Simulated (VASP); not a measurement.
# Al (Fm-3m) in VASP: notebook

Runs on Al. Level: PBEsol. Tasks: single point, relaxation of cell and atoms.

Everything below comes from runs of VASP 6.6.1. Logs are shortened: lines on timing, memory, paths and dates and some standing lists are left out, and cuts for length are marked.

## Step 1: The cell of the first run

Symmetry: Fm-3m, No. 225, cubic system. The conventional cell has a = 4.015 Å, b = 4.015 Å, c = 4.015 Å, α = 90.00°, β = 90.00°, γ = 90.00°. Al (site symmetry m-3m) has 12 Al at 2.84 Å within 3.7 Å.

## Step 2: Single point, PBEsol

The input, INCAR:

```
SYSTEM = Al
PREC     = Accurate       ! precision mode
ENCUT    = 520            ! plane-wave cutoff, eV
EDIFF    = 1E-6           ! SCF threshold, eV
ISMEAR   = -1             ! smearing method
SIGMA    = 0.1            ! smearing width, eV
LREAL    = .False.        ! projectors in reciprocal space
LASPH    = .True.         ! aspherical terms in the spheres
NELM     = 60             ! most SCF steps
ALGO     = Normal         ! electronic algorithm
ISIF     = 2              ! what is computed and relaxed
LWAVE    = .False.        ! write WAVECAR
LCHARG   = .True.         ! write CHGCAR
GGA      = PS             ! functional
LELF     = .True.         ! ELF
LVHAR    = .True.       
NBANDS   = 8              ! bands
```

The input, KPOINTS:

```
Automatic mesh
0
Gamma
  13 13 13
  0 0 0
```

The input, POSCAR:

```
Al
1.0
    0.0000000000      2.0073604266      2.0073604266
    2.0073604266      0.0000000000      2.0073604266
    2.0073604266      2.0073604266      0.0000000000
Al
1
Direct
    0.0000000000      0.0000000000      0.0000000000
```

Potentials or basis: VASP PAW PBE potentials, release 64 (Al).

Run with:

```bash
$ cat potpaw_PBE.64/Al/POTCAR > POTCAR
$ mpirun -np 1 vasp_std > vasp.out
```

OUTCAR:

```text
SYSTEM = Al
   PREC = Accurate
   ENCUT = 520
   EDIFF = 1E-6
   ISMEAR = -1
   LREAL = .False.
   LASPH = .True.
   NELM = 60
   ISIF = 2
   GGA = PS

 ion  position               nearest neighbor table
   1  0.000  0.000  0.000-

  LATTYP: Found a face centered cubic cell.
 ALAT       =     4.0147208532

  Lattice vectors:

 A1 = (   0.0000000000,   2.0073604266,   2.0073604266)
 A2 = (   2.0073604266,   0.0000000000,   2.0073604266)
 A3 = (   2.0073604266,   2.0073604266,   0.0000000000)

Analysis of symmetry for initial positions (statically):
=====================================================================
 Subroutine PRICEL returns:
 Original cell was already a primitive cell.

 Routine SETGRP: Setting up the symmetry group for a
 face centered cubic supercell.

 Subroutine GETGRP returns: Found 48 space group operations
 (whereof 48 operations were pure point group operations)
 out of a pool of 48 trial point group operations.

The static configuration has the point symmetry O_h .

Analysis of symmetry for dynamics (positions and initial velocities):
=====================================================================
 Subroutine PRICEL returns:
 Original cell was already a primitive cell.

 Routine SETGRP: Setting up the symmetry group for a
 face centered cubic supercell.

 Subroutine GETGRP returns: Found 48 space group operations
 (whereof 48 operations were pure point group operations)
 out of a pool of 48 trial point group operations.

The dynamic configuration has the point symmetry O_h .

 Subroutine INISYM returns: Found 48 space group operations
 (whereof 48 operations are pure point group operations),
 and found     1 'primitive' translations

----------------------------------------------------------------------------------------

                                     Primitive cell

  volume of cell :      16.1773

  direct lattice vectors                    reciprocal lattice vectors
     0.000000000  2.007360427  2.007360427    -0.249083320  0.249083320  0.249083320
     2.007360427  0.000000000  2.007360427     0.249083320 -0.249083320  0.249083320
     2.007360427  2.007360427  0.000000000     0.249083320  0.249083320 -0.249083320

  length of vectors
     2.838836340  2.838836340  2.838836340     0.431424966  0.431424966  0.431424966

  position of ions in fractional coordinates (direct lattice)
     0.000000000  0.000000000  0.000000000

  ion indices of the primitive-cell ions
[... 70 lines left out ...]
   LSORBIT =      F    spin-orbit coupling
   LASPH  =      T    aspherical Exc in radial PAW
   ENCUT  =  520.0 eV  38.22 Ry    6.18 a.u.   5.28  5.28  5.28*2*pi/ulx,y,z
   NELM   =     60;   NELMIN=  2; NELMDL= -5     # of ELM steps
   EDIFF  = 0.1E-05   stopping-criterion for ELM
   LREAL  =      F    real-space projection
   EDIFFG = 0.1E-04   stopping-criterion for IOM
   NSW    =      0    number of steps for IOM
   IBRION =     -1    ionic relax: 0-MD 1-quasi-New 2-CG
   NFREE  =      0    steps in history (QN), initial steepest desc. (CG)
   ISIF   =      2    stress and relaxation
   ISYM   =      2    0-nonsym 1-usesym 2-fastsym
   POTIM  = 0.5000    time-step for ionic-motion
   TEBEG  =    0.0;   TEEND  =   0.0 temperature during run
   PSTRESS=    0.0 pullay stress
   NELECT =       3.0000    total number of electrons
   NUPDOWN=      -1.0000    fix difference up-down
   EMIN   =  10.00;   EMAX   =-10.00  energy-range for DOS
   EFERMI =   0.00;   METHOD = LEGACY
   ISMEAR =    -1;   SIGMA  =   0.10  broadening in eV -4-tet -1-fermi 0-gaus
   EFERMI_NEDOS =   21; number of points for ismear=-14 and -15
   IALGO  =     38    algorithm
   IMIX   =      4    mixing-type and parameters
     AMIX     =   0.40;   BMIX     =  1.00
     AMIX_MAG =   1.60;   BMIX_MAG =  1.00
  volume/ion in A,a.u.               =      16.18       109.17
  Fermi-wavevector in a.u.,A,eV,Ry     =   0.933569  1.764190 11.858180  0.871552
  Thomas-Fermi vector in A             =   2.060284
   LORBIT       =      0    0 simple, 1 ext, 2 COOP (PROOUT), +10 PAW based schemes
   GGA     = PS    functional components
   LHFCALC =     F    Hartree Fock is set to
   AEXX    =    0.0000 exact exchange contribution
   IVDW    =     0    specifies the selected vdW correction
   LEPSILON=     F    determine dielectric tensor
   LRPA    =     F    only Hartree local field effects (RPA)
 non-spin polarized calculation
  energy-cutoff  :      520.00
  volume of cell :       16.18
 maximum number of plane-waves:       445
 NGX is ok and might be reduce to    24
   NGX = 11   NGY = 11   NGZ = 11

 number of electron       3.0000000 magnetization

 Free energy of the ion-electron system (eV)
  ---------------------------------------------------
  ext. energy  EPLUGINS =         0.00000000
  ---------------------------------------------------
  free energy    TOTEN  =        -4.09573420 eV

  energy without entropy =       -4.08164050  energy(sigma->0) =       -4.08868735

 E-fermi :   8.0929     XC(G=0): -10.3290

 val. band max:        8.0718840349   @ k =  -0.2308   0.3846   0.1538
 cond. band min:       8.1594484426   @ k =   0.4615   0.2308   0.0000
 fundamental gap:      0.0875644076
 Fermi energy:         8.0929471951

 k-point     1 :       0.0000    0.0000    0.0000
  band No.  band energies     occupation
      1      -3.1097      2.00000
      2      20.8617      0.00000
      3      20.8617      0.00000
      4      20.8617      0.00000
      5      22.5033      0.00000
      6      22.5033      0.00000
      7      22.5033      0.00000
      8      24.7864      0.00000
[... 243 lines left out ...]
 k-point    24 :       0.4615    0.1538    0.0000
  band No.  band energies     occupation
      1       2.0082      2.00000
      2       6.7120      2.00000
      3      15.3130      0.00000
      4      16.4722      0.00000
      5      18.2540      0.00000
      6      24.3252      0.00000
      7      26.4092      0.00000
      8      28.2473      0.00000

 [... further k-points ...]
[... 5 lines left out ...]
  --------------------------------------------------------------------------------------
  -------------------------------------------------------------------------------------
  Total        0.0025766      0.0025766      0.0025766      0.0000000      0.0000000      0.0000000
  in kB        0.2551843      0.2551843      0.2551843      0.0000000      0.0000000      0.0000000
  external PRESSURE =       0.2551843 kB  Pullay stress =       0.0000000 kB

 VOLUME and BASIS-vectors are now :
 -----------------------------------------------------------------------------
  energy-cutoff  :      520.00
  volume of cell :       16.18
      direct lattice vectors                 reciprocal lattice vectors
     0.000000000  2.007360427  2.007360427    -0.249083320  0.249083320  0.249083320
     2.007360427  0.000000000  2.007360427     0.249083320 -0.249083320  0.249083320
     2.007360427  2.007360427  0.000000000     0.249083320  0.249083320 -0.249083320

 POSITION                                       TOTAL-FORCE (eV/Angst)
 -----------------------------------------------------------------------------------
      0.00000      0.00000      0.00000         0.000000      0.000000     -0.000000
 -----------------------------------------------------------------------------------
    total drift:                                0.000000      0.000000     -0.000000

  FREE ENERGIE OF THE ION-ELECTRON SYSTEM (eV)
  ---------------------------------------------------
  free  energy   TOTEN  =        -4.0957342025 eV

  energy  without entropy=       -4.0816405047  energy(sigma->0) =       -4.08868735
```

OSZICAR:

```text
N       E                     dE             d eps       ncg     rms          rms(c)
DAV:   1    -0.258761669251E+01   -0.25876E+01   -0.86286E+02  1344   0.204E+02
DAV:   2    -0.411695911189E+01   -0.15293E+01   -0.15013E+01  1952   0.197E+01
DAV:   3    -0.412459410632E+01   -0.76350E-02   -0.76297E-02  1792   0.149E+00
DAV:   4    -0.412460912478E+01   -0.15018E-04   -0.15019E-04  2032   0.595E-02
DAV:   5    -0.412460916934E+01   -0.44553E-07   -0.44715E-07  1816   0.198E-03    0.143E+00
DAV:   6    -0.410739785423E+01    0.17211E-01   -0.21034E-03  1752   0.192E-01    0.813E-01
DAV:   7    -0.409575036296E+01    0.11647E-01   -0.57847E-03  1736   0.307E-01    0.172E-01
DAV:   8    -0.409573495018E+01    0.15413E-04   -0.20000E-05  1968   0.305E-02    0.115E-02
DAV:   9    -0.409573420249E+01    0.74769E-06   -0.34810E-07  1840   0.269E-03
   1 F= -.40957342E+01 E0= -.40886874E+01  d E =-.140937E-01
```

It took 3.7 s on 1 thread of Intel Xeon 6975P-C (Granite Rapids), shared host; peak memory 0.13 GiB.

What came out:

```
Free energy : -4.0957 eV
Pressure    : 0.0 GPa
```

Caveat: the PAW data sets were made with another functional, which shifts forces and pressure a little.

## Step 3: Relaxation of cell and atoms, PBEsol

This run uses another cell than the first one, of 16.60 Å³/atom, 1.026 times its volume.

The input, INCAR:

```
ALGO = Normal ; EDIFF = 1E-6
EDIFFG = -0.01 ; ENCUT = 600
GGA = PS ; IBRION = 2
ISIF = 3 ; ISMEAR = -1
LASPH = True ; LCHARG = False
LREAL = False ; LWAVE = False
NELM = 60 ; NSW = 80
PREC = Accurate ; SIGMA = 0.1
```

The input, KPOINTS:

```
k-points
0
Gamma
  13 13 13
```

The input, POSCAR:

```
Al
1.0
    0.0000000000      2.0247900000      2.0247900000
    2.0247900000      0.0000000000      2.0247900000
    2.0247900000      2.0247900000      0.0000000000
Al
1
Direct
    0.0000000000      0.0000000000      0.0000000000
```

Potentials or basis: VASP PAW PBE potentials, release 64 (Al).

Run with:

```bash
$ cat potpaw_PBE.64/Al/POTCAR > POTCAR
$ mpirun -np 1 vasp_std > vasp.out
```

Wall time 4.4 s (1 thread of Intel Xeon 6975P-C (Granite Rapids), shared host); peak memory 0.13 GiB.

It converged, with:

```
Free energy                            : -4.0958 eV
Relaxed volume                         : 16.18 Å³/atom
Relaxed cell                           : a = 2.839 Å, b = 2.839 Å, c = 2.839 Å, α = 60.00°, β = 60.00°, γ = 60.00°
Space group after relaxing (to 0.05 Å) : Fm-3m (No. 225)
Energy gained by relaxing              : 2.7 meV/atom
Ionic steps                            : 3
Pressure after relaxing                : 0.0 GPa
```

Step by step:
| step | energy change (eV) | largest force (eV/Å) | pressure (GPa) | volume (Å³) |
| --- | --- | --- | --- | --- |
| 1 | 0.0000 | 0.0000 | -2.00 | 16.60 |
| 2 | -0.0026 | 0.0000 | 0.38 | 16.11 |
| 3 | -0.0027 | 0.0000 | 0.00 | 16.18 |

Final structure:
```yaml
crystal:
  lattice:
    - [0.00000, 2.00756, 2.00756]
    - [2.00756, 0.00000, 2.00756]
    - [2.00756, 2.00756, 0.00000]
  atoms:
    - { symbol: Al, position: [0.00000, 0.00000, 0.00000] }
```

Levels at points of the mesh, in eV from the Fermi level:
| k point | band 1 | band 2 | band 3 | band 4 | band 5 |
| --- | --- | --- | --- | --- | --- |
| (0.00, 0.00, 0.00) | -11.20 | 12.77 | 12.77 | 12.77 | 14.41 |

Caveat: the PAW data sets were made with another functional, which shifts forces and pressure a little.
